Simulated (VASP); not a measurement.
# Mg2Si3 (C2/m) in VASP: single point with PBE

Aim: the single point of Mg2Si3 with PBE.

All numbers are computed with VASP 6.6.1; they aren't measurements. Logs are shortened: lines on timing, memory, paths and dates and some standing lists are left out, and cuts for length are marked.

## (1) The cell of the first run

It takes space group C2/m (No. 12, monoclinic). Conventional cell: a = 11.718 Å, b = 3.891 Å, c = 9.159 Å, α = 90.00°, β = 112.66°, γ = 90.00°. Within 3.7 Å of Mg (site symmetry m) lie 8 Si at 2.78 to 3.56 Å and 4 Mg at 3.06 to 3.29 Å. Mg (site symmetry m) has 7 Si at 2.71 to 3.55 Å and 3 Mg at 3.06 to 3.24 Å within 3.6 Å. Within 3.2 Å of Si (site symmetry m) lie 3 Si at 2.43 to 2.44 Å and 3 Mg at 2.71 to 3.07 Å. Si (site symmetry m) has 3 Si at 2.43 Å and 4 Mg at 2.78 to 2.87 Å within 3.2 Å. Si (site symmetry m) has 2 Si at 2.43 to 2.47 Å and 6 Mg at 2.74 to 2.81 Å within 3.2 Å.

## (2) Single point, PBE

The input, INCAR:

```
SYSTEM = Mg2Si3
PREC = Accurate ; ENCUT = 520
EDIFF = 1E-6 ; ISMEAR = 0
SIGMA = 0.1 ; LREAL = .FALSE.
LASPH = .TRUE. ; NELM = 60
ALGO = Normal ; ISIF = 2
LWAVE = .FALSE. ; LCHARG = .TRUE.
GGA = PE ; LELF = .TRUE.
LVHAR = .TRUE. ; NBANDS = 27
```

The input, KPOINTS:

```
Automatic mesh
0
G
  6 6 2
  0 0 0
```

The input, POSCAR:

```
Mg2Si3
1.0
    5.8591860000     -1.9452850000      0.0000000000
    5.8591860000      1.9452850000      0.0000000000
   -3.5286180000      0.0000000000      8.4521490000
Mg Si
4 6
Direct
    0.3631130000      0.3631130000      0.0001340000
    0.6368870000      0.6368870000      0.9998660000
    0.3208550000      0.3208550000      0.6490270000
    0.6791450000      0.6791450000      0.3509730000
    0.6060350000      0.6060350000      0.5974800000
    0.3939650000      0.3939650000      0.4025200000
    0.1266340000      0.1266340000      0.7645830000
    0.8733660000      0.8733660000      0.2354170000
    0.9564840000      0.9564840000      0.8539180000
    0.0435160000      0.0435160000      0.1460820000
```

Potentials or basis: VASP PAW PBE potentials, release 64 (Mg, Si).

Started as:

```bash
> cat potpaw_PBE.64/Mg/POTCAR potpaw_PBE.64/Si/POTCAR > POTCAR
> mpirun -np 1 vasp_std > vasp.out
```

OUTCAR:

```text
SYSTEM = Mg2Si3
   PREC = Accurate
   ENCUT = 520
   EDIFF = 1E-6
   ISMEAR = 0
   LREAL = .FALSE.
   LASPH = .TRUE.
   NELM = 60
   ISIF = 2
   GGA = PE

 ion  position               nearest neighbor table
   1  0.363  0.363  0.000-   7 2.78  10 2.80  10 2.80   9 2.81   9 2.81   8 2.87   8 2.87   3 3.06
                             2 3.21   2 3.29   2 3.29
   2  0.637  0.637  1.000-   8 2.78   9 2.80   9 2.80  10 2.81  10 2.81   7 2.87   7 2.87   4 3.06
                             1 3.21   1 3.29   1 3.29
   3  0.321  0.321  0.649-   6 2.71   9 2.74   9 2.74   7 2.86   1 3.06   5 3.07   5 3.07   4 3.24
                             4 3.24
   4  0.679  0.679  0.351-   5 2.71  10 2.74  10 2.74   8 2.86   2 3.06   6 3.07   6 3.07   3 3.24
                             3 3.24
   5  0.606  0.606  0.597-   7 2.43   7 2.43   6 2.44   4 2.71   3 3.07   3 3.07
   6  0.394  0.394  0.403-   8 2.43   8 2.43   5 2.44   3 2.71   4 3.07   4 3.07
   7  0.127  0.127  0.765-   5 2.43   5 2.43   9 2.43   1 2.78   3 2.86   2 2.87   2 2.87
   8  0.873  0.873  0.235-   6 2.43   6 2.43  10 2.43   2 2.78   4 2.86   1 2.87   1 2.87
   9  0.956  0.956  0.854-   7 2.43  10 2.47   3 2.74   3 2.74   2 2.80   2 2.80   1 2.81   1 2.81

  10  0.044  0.044  0.146-   8 2.43   9 2.47   4 2.74   4 2.74   1 2.80   1 2.80   2 2.81   2 2.81

  LATTYP: Found a base centered monoclinic cell.
 ALAT       =    11.7183720000
 B/A-ratio  =     0.3320060159
 C/A-ratio  =     0.7816057272
 COS(beta)  =    -0.3852561955

  Lattice vectors:

 A1 = (   5.8591860000,  -1.9452850000,   0.0000000000)
 A2 = (   5.8591860000,   1.9452850000,   0.0000000000)
 A3 = (  -3.5286180000,   0.0000000000,   8.4521490000)

Analysis of symmetry for initial positions (statically):
=====================================================================
 Subroutine PRICEL returns:
 Original cell was already a primitive cell.

 Routine SETGRP: Setting up the symmetry group for a
 base centered monoclinic supercell.

 Subroutine GETGRP returns: Found  4 space group operations
 (whereof  4 operations were pure point group operations)
 out of a pool of  4 trial point group operations.

The static configuration has the point symmetry C_2h.

Analysis of symmetry for dynamics (positions and initial velocities):
=====================================================================
 Subroutine PRICEL returns:
 Original cell was already a primitive cell.

 Routine SETGRP: Setting up the symmetry group for a
 base centered monoclinic supercell.

 Subroutine GETGRP returns: Found  4 space group operations
 (whereof  4 operations were pure point group operations)
 out of a pool of  4 trial point group operations.

The dynamic configuration has the point symmetry C_2h.

 Subroutine INISYM returns: Found  4 space group operations
 (whereof  4 operations are pure point group operations),
 and found     1 'primitive' translations

----------------------------------------------------------------------------------------

                                     Primitive cell

  volume of cell :     192.6716

  direct lattice vectors                    reciprocal lattice vectors
     5.859186000 -1.945285000  0.000000000     0.085336086 -0.257031746  0.035626259
     5.859186000  1.945285000  0.000000000     0.085336086  0.257031746  0.035626259
    -3.528618000  0.000000000  8.452149000     0.000000000  0.000000000  0.118313106

  length of vectors
     6.173669437  6.173669437  9.159146669     0.273160752  0.273160752  0.118313106

  position of ions in fractional coordinates (direct lattice)
     0.363113000  0.363113000  0.000134000
     0.636887000  0.636887000  0.999866000
     0.320855000  0.320855000  0.649027000
     0.679145000  0.679145000  0.350973000
     0.606035000  0.606035000  0.597480000
     0.393965000  0.393965000  0.402520000
     0.126634000  0.126634000  0.764583000
     0.873366000  0.873366000  0.235417000
     0.956484000  0.956484000  0.853918000
     0.043516000  0.043516000  0.146082000

  ion indices of the primitive-cell ions
   primitive index   ion index
                 1           1
                 2           2
                 3           3
                 4           4
                 5           5
                 6           6
                 7           7
                 8           8
                 9           9
                10          10

----------------------------------------------------------------------------------------

 KPOINTS: Automatic mesh

Automatic generation of k-mesh.
 Grid dimensions read from file:
 generate k-points for:    6    6    2

 Generating k-lattice:

  Cartesian coordinates                     Fractional coordinates (reciprocal lattice)
     0.014222681 -0.042838624  0.005937710     0.166666667  0.000000000  0.000000000
     0.014222681  0.042838624  0.005937710     0.000000000  0.166666667  0.000000000
     0.000000000  0.000000000  0.059156553     0.000000000  0.000000000  0.500000000

  Length of vectors
     0.045526792  0.045526792  0.059156553

  Shift w.r.t. Gamma in fractional coordinates (k-lattice)
     0.000000000  0.000000000  0.000000000

 Subroutine IBZKPT returns following result:
 ===========================================

 Found     26 irreducible k-points:

 Following reciprocal coordinates:
            Coordinates               Weight
  0.000000  0.000000  0.000000      1.000000
  0.166667 -0.000000  0.000000      4.000000
  0.333333 -0.000000  0.000000      4.000000
  0.500000 -0.000000  0.000000      2.000000
  0.166667  0.166667  0.000000      2.000000
  0.333333  0.166667  0.000000      4.000000
[... 16 lines left out ...]
  0.333333  0.333333  0.500000      2.000000
  0.500000  0.333333  0.500000      4.000000
 [... further k-points ...]
   k-points           NKPTS =     26   k-points in BZ     NKDIM =     26   number of bands    NBANDS=     27
   number of dos      NEDOS =    301   number of ions     NIONS =     10
   total plane-waves  NPLWV = 161280
   dimension x,y,z NGX =    48 NGY =   48 NGZ =   70
   dimension x,y,z NGXF=    96 NGYF=   96 NGZF=  140
   ions per type =               4   6
   NGX,Y,Z   is equivalent  to a cutoff of  12.93, 12.93, 12.71 a.u.
   NGXF,Y,Z  is equivalent  to a cutoff of  25.85, 25.85, 25.41 a.u.
 SYSTEM =  Mg2Si3
   PREC   = accura    normal or accurate (medium, high low for compatibility)
   ISTART =      0    job   : 0-new  1-cont  2-samecut
   ICHARG =      2    charge: 1-file 2-atom 10-const
   ISPIN  =      1    spin polarized calculation?
   LNONCOLLINEAR =      F non collinear calculations
   LSORBIT =      F    spin-orbit coupling
   LASPH  =      T    aspherical Exc in radial PAW
   ENCUT  =  520.0 eV  38.22 Ry    6.18 a.u.  11.48 11.48 17.03*2*pi/ulx,y,z
   NELM   =     60;   NELMIN=  2; NELMDL= -5     # of ELM steps
   EDIFF  = 0.1E-05   stopping-criterion for ELM
   LREAL  =      F    real-space projection
   EDIFFG = 0.1E-04   stopping-criterion for IOM
   NSW    =      0    number of steps for IOM
   IBRION =     -1    ionic relax: 0-MD 1-quasi-New 2-CG
   NFREE  =      0    steps in history (QN), initial steepest desc. (CG)
   ISIF   =      2    stress and relaxation
   ISYM   =      2    0-nonsym 1-usesym 2-fastsym
   POTIM  = 0.5000    time-step for ionic-motion
   TEBEG  =    0.0;   TEEND  =   0.0 temperature during run
   PSTRESS=    0.0 pullay stress
   NELECT =      32.0000    total number of electrons
   NUPDOWN=      -1.0000    fix difference up-down
   EMIN   =  10.00;   EMAX   =-10.00  energy-range for DOS
   EFERMI =   0.00;   METHOD = LEGACY
   ISMEAR =     0;   SIGMA  =   0.10  broadening in eV -4-tet -1-fermi 0-gaus
   EFERMI_NEDOS =   21; number of points for ismear=-14 and -15
   IALGO  =     38    algorithm
   IMIX   =      4    mixing-type and parameters
     AMIX     =   0.40;   BMIX     =  1.00
     AMIX_MAG =   1.60;   BMIX_MAG =  1.00
  volume/ion in A,a.u.               =      19.27       130.02
  Fermi-wavevector in a.u.,A,eV,Ry     =   0.899882  1.700531 11.017831  0.809788
  Thomas-Fermi vector in A             =   2.022771
   LORBIT       =      0    0 simple, 1 ext, 2 COOP (PROOUT), +10 PAW based schemes
   GGA     = PE    functional components
   LHFCALC =     F    Hartree Fock is set to
   AEXX    =    0.0000 exact exchange contribution
   IVDW    =     0    specifies the selected vdW correction
   LEPSILON=     F    determine dielectric tensor
   LRPA    =     F    only Hartree local field effects (RPA)
 non-spin polarized calculation
 Gauss-broadening in eV      SIGMA  =   0.10
  energy-cutoff  :      520.00
  volume of cell :      192.67
 maximum number of plane-waves:      5233
 NGX is ok and might be reduce to    48
   NGX = 23   NGY = 23   NGZ = 35

 number of electron      32.0000000 magnetization

 Free energy of the ion-electron system (eV)
  ---------------------------------------------------
  ext. energy  EPLUGINS =         0.00000000
  ---------------------------------------------------
  free energy    TOTEN  =       -37.99991958 eV

  energy without entropy =      -37.98623735  energy(sigma->0) =      -37.99307846

 E-fermi :   5.5467     XC(G=0):  -9.4435

 val. band max:        5.5102838749   @ k =  -0.3333   0.3333   0.5000
 cond. band min:       5.5570739614   @ k =  -0.3333   0.1667  -0.0000
 fundamental gap:      0.0467900865
 Fermi energy:         5.5467337694

 k-point     1 :       0.0000    0.0000    0.0000
  band No.  band energies     occupation
      1      -6.0107      2.00000
      2      -4.7177      2.00000
      3      -4.1494      2.00000
      4      -1.6424      2.00000
      5      -1.0568      2.00000
      6       0.0270      2.00000
[... 19 lines left out ...]
     26       9.8166      0.00000
     27      10.3819      0.00000

 k-point     2 :       0.1667   -0.0000    0.0000
  band No.  band energies     occupation
      1      -5.7557      2.00000
      2      -4.4940      2.00000
      3      -3.9663      2.00000
      4      -1.5692      2.00000
      5      -1.0627      2.00000
      6       0.1445      2.00000
[... 19 lines left out ...]
     26       9.8324      0.00000
     27      10.0155      0.00000

 k-point     3 :       0.3333   -0.0000    0.0000
  band No.  band energies     occupation
      1      -5.0393      2.00000
      2      -3.8675      2.00000
      3      -3.5613      2.00000
      4      -1.5590      2.00000
      5      -1.3943      2.00000
      6      -0.3965      2.00000
[... 19 lines left out ...]
     26      10.0132      0.00000
     27      10.4471      0.00000

 k-point     4 :       0.5000   -0.0000    0.0000
  band No.  band energies     occupation
      1      -4.3291      2.00000
      2      -3.5682      2.00000
      3      -3.2433      2.00000
      4      -2.1898      2.00000
      5      -1.7154      2.00000
      6      -0.6529      2.00000
[... 19 lines left out ...]
     26       9.6228      0.00000
     27      10.4245      0.00000
[... 516 lines left out ...]
      4      -2.3673      2.00000
      5      -0.5063      2.00000
      6      -0.3075      2.00000
[... 19 lines left out ...]
     26       9.3175      0.00000
     27       9.6274      0.00000

 k-point    23 :       0.3333    0.3333    0.5000
  band No.  band energies     occupation
      1      -5.5578      2.00000
      2      -5.2017      2.00000
      3      -3.9271      2.00000
      4      -2.3378      2.00000
      5      -1.5411      2.00000
      6      -0.4215      2.00000
[... 19 lines left out ...]
     26       9.0840      0.00000
     27       9.6530      0.00000

 k-point    24 :       0.5000    0.3333    0.5000
  band No.  band energies     occupation
      1      -5.2542      2.00000
      2      -4.9479      2.00000
      3      -3.8053      2.00000
      4      -2.2907      2.00000
      5      -1.5645      2.00000
      6      -0.3879      2.00000
[... 19 lines left out ...]
     26       8.9003      0.00000
     27       9.2918      0.00000

 [... further k-points ...]

------------------------ aborting loop because EDIFF is reached ----------------------------------------

  FORCE on cell =-STRESS in cart. coord.  units (eV):
  Direction    XX          YY          ZZ          XY          YZ          ZX
  --------------------------------------------------------------------------------------
  -------------------------------------------------------------------------------------
  Total        0.4313514      0.0591283     -0.6297254      0.0000000      0.0000000     -0.3671583
  in kB        3.5869400      0.4916867     -5.2365363      0.0000000      0.0000000     -3.0531368
  external PRESSURE =      -0.3859699 kB  Pullay stress =       0.0000000 kB

 VOLUME and BASIS-vectors are now :
 -----------------------------------------------------------------------------
  energy-cutoff  :      520.00
  volume of cell :      192.67
      direct lattice vectors                 reciprocal lattice vectors
     5.859186000 -1.945285000  0.000000000     0.085336086 -0.257031746  0.035626259
     5.859186000  1.945285000  0.000000000     0.085336086  0.257031746  0.035626259
    -3.528618000  0.000000000  8.452149000     0.000000000  0.000000000  0.118313106

 POSITION                                       TOTAL-FORCE (eV/Angst)
 -----------------------------------------------------------------------------------
      4.25462      0.00000      0.00113        -0.093426      0.000000     -0.066107
      3.93513      0.00000      8.45102         0.093426      0.000000      0.066107
      1.46973      0.00000      5.48567        -0.065614      0.000000      0.005907
      6.72002      0.00000      2.96648         0.065614      0.000000     -0.005907
      4.99346      0.00000      5.04999        -0.169760      0.000000     -0.082614
      3.19629      0.00000      3.40216         0.169760      0.000000      0.082614
     -1.21398      0.00000      6.46237         0.066415      0.000000      0.023453
      9.40373      0.00000      1.98978        -0.066415      0.000000     -0.023453
      8.19528      0.00000      7.21744         0.019186      0.000000      0.003563
     -0.00553      0.00000      1.23471        -0.019186      0.000000     -0.003563
 -----------------------------------------------------------------------------------
    total drift:                               -0.000000     -0.000000     -0.000000

  FREE ENERGIE OF THE ION-ELECTRON SYSTEM (eV)
  ---------------------------------------------------
  free  energy   TOTEN  =       -37.9999195752 eV

  energy  without entropy=      -37.9862373456  energy(sigma->0) =      -37.99307846
```

It took 4.8 min on 1 thread of Intel Xeon 8259CL, shared host; peak memory 0.45 GiB.

Results:

```
Free energy            : -37.9999 eV
Pressure               : 0.0 GPa
Largest force          : 0.189 eV/Å
Band gap on the k mesh : zero (bands 16 and 17 overlap by 0.92 eV)
```

Forces in eV/Å, atoms in the order of the input:
```
Mg  -0.093  0.000 -0.066
Mg   0.093  0.000  0.066
Mg  -0.066  0.000  0.006
Mg   0.066  0.000 -0.006
Si  -0.170  0.000 -0.083
Si   0.170  0.000  0.083
Si   0.066  0.000  0.023
Si  -0.066  0.000 -0.023
Si   0.019  0.000  0.004
Si  -0.019  0.000 -0.004
```

The gap in the log of VASP goes by the Fermi energy; the results here count the filled bands.